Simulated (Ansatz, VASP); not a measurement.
**Mg in VASP and in Ansatz**

```
Mg
1.0
     0.00000    1.86944    1.86944
     1.86944    0.00000    1.86944
     1.86944    1.86944    0.00000
Mg
1
Direct
  0.00000 0.00000 0.00000
```

Change from the starting cell: volume scaled by 0.6, LAPW.

Alike in both runs: task single point; functional LDA; k mesh 16 × 16 × 16; occupations fermi-dirac, width 0.05 eV; no spin polarisation.

|  | VASP | Ansatz |
| --- | --- | --- |
| version | VASP 6.6.1 | Ansatz 0.2.0 |
| potentials or method | VASP PAW LDA potentials, release 64 (Mg), cutoff 520 eV | all-electron LAPW, scalar-relativistic |

```tsv
	VASP	Ansatz	Ansatz less VASP
pressure (GPa)	53.9	53.5	-0.35
```

LDA's correlation is that of Perdew and Zunger in VASP and of Perdew and Wang (1992) in Ansatz. Both programs put the cell under a high pressure, so it lies far from rest at this level. Ansatz ran all-electron here, and VASP with PAW potentials.
